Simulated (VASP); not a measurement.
Crystal: KAg4Sb3.

```
CELL_PARAMETERS angstrom
4.50003 0.00000 0.00000
0.00000 4.50003 0.00000
0.00000 0.00000 10.43624
ATOMIC_POSITIONS crystal
K 0.00000 0.00000 0.50000
Ag 0.00000 0.50000 0.17108
Ag 0.50000 0.00000 0.17108
Ag 0.00000 0.50000 0.82892
Ag 0.50000 0.00000 0.82892
Sb 0.50000 0.50000 0.33234
Sb 0.50000 0.50000 0.66766
Sb 0.00000 0.00000 0.00000
```

The cell was generated, and may not be a known phase.

```yaml
Program: VASP 6.6.1
Task: relaxation of cell and atoms
Functional: PBE
Potentials_or_basis: VASP PAW PBE potentials, release 64 (K_sv, Ag, Sb)
Cutoff: 600 eV
k_mesh: 8 × 8 × 4
Occupations: gaussian, width 0.1 eV
Spin: no spin polarisation
```

At the start: pressure 0.3 GPa; volume 26.42 Å³/atom.

Question: Where does the relaxation end?

Answer: Over 22 steps the energy falls by 64.8 meV/atom and the volume is 26.32 Å³/atom (-0.4 %); space group P4/mmm (No. 123, to 0.1 Å) before and after.

The path:
| step | energy change (eV) | largest force (eV/Å) | pressure (GPa) | volume (Å³) |
| --- | --- | --- | --- | --- |
| 1 | 0.0000 | 0.1107 | 0.26 | 211.34 |
| 2 | -0.0336 | 0.1017 | -0.09 | 212.66 |
| 3 | -0.1370 | 0.2629 | -1.00 | 216.41 |
| 4 | -0.3250 | 0.2123 | -2.42 | 222.94 |
| 5 | -0.3546 | 0.0117 | -2.86 | 225.54 |
| 6 | -0.3475 | 0.1203 | -2.68 | 224.37 |
| 7 | -0.3594 | 0.0936 | -2.65 | 224.20 |
| 8 | -0.3891 | 0.0104 | -2.56 | 223.64 |
| 9 | -0.4155 | 0.3258 | -2.29 | 222.38 |
| 10 | -0.4380 | 0.3001 | -2.05 | 220.85 |
| 11 | -0.4893 | 0.2200 | -1.25 | 216.32 |
| 12 | -0.5110 | 0.0153 | 0.68 | 207.43 |
| 13 | -0.5168 | 0.0894 | 0.00 | 210.29 |
| 14 | -0.5168 | 0.0836 | 0.05 | 210.05 |
| 15 | -0.5170 | 0.0713 | 0.05 | 210.09 |
| 16 | -0.5174 | 0.0354 | 0.03 | 210.20 |
| 17 | -0.5175 | 0.0338 | -0.01 | 210.42 |
| 18 | -0.5176 | 0.0068 | 0.00 | 210.33 |
| 19 | -0.5178 | 0.0054 | 0.00 | 210.37 |
| 20 | -0.5182 | 0.0015 | -0.02 | 210.48 |
| 21 | -0.5181 | 0.0065 | -0.05 | 210.71 |
| 22 | -0.5183 | 0.0025 | -0.03 | 210.58 |

Final structure:
```
K Ag Sb
1.0
     4.89177    0.00000    0.00000
     0.00000    4.89177    0.00000
     0.00000    0.00000    8.79988
K Ag Sb
1 4 3
Direct
  0.00000 0.00000 0.50000
  0.00000 0.50000 0.17496
  0.50000 0.00000 0.17496
  0.00000 0.50000 0.82504
  0.50000 0.00000 0.82504
  0.50000 0.50000 0.33704
  0.50000 0.50000 0.66296
  0.00000 0.00000 0.00000
```

Caveat: a cell axis changed by over 15 % at a fixed basis, so the end point is rough.
